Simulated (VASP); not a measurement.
A run of VASP 6.6.1 is set up as follows.

Contents of INCAR:

```
ALGO = Normal
EDIFF = 1E-6
ENCUT = 520
GGA = PE
ISIF = 2
ISMEAR = -1
LASPH = True
LCHARG = False
LREAL = False
LWAVE = False
NBANDS = 16
NELM = 100
PREC = Accurate
SIGMA = 0.02
```

File KPOINTS:

```
k-points
0
Gamma
  13 13 13
```

Contents of POSCAR:

```
CdS
1.0
    0.0000000000      2.8770830059      2.8770830059
    2.8770830059      0.0000000000      2.8770830059
    2.8770830059      2.8770830059      0.0000000000
Cd S
1 1
Direct
    0.0000000000      0.0000000000      0.0000000000
    0.2500000000      0.2500000000      0.2500000000
```

Potentials or basis: VASP PAW PBE potentials, release 64 (Cd, S).

Command:

```console
$ cat potpaw_PBE.64/Cd/POTCAR potpaw_PBE.64/S/POTCAR > POTCAR
$ mpirun -np 1 vasp_std > vasp.out
```

Problem. Estimate the pressure.

Solution. 6.2 GPa.

Problem. What does it give for the band gap on the k mesh?

Solution. 1.24 eV, direct.

 A k mesh can miss the band edges.
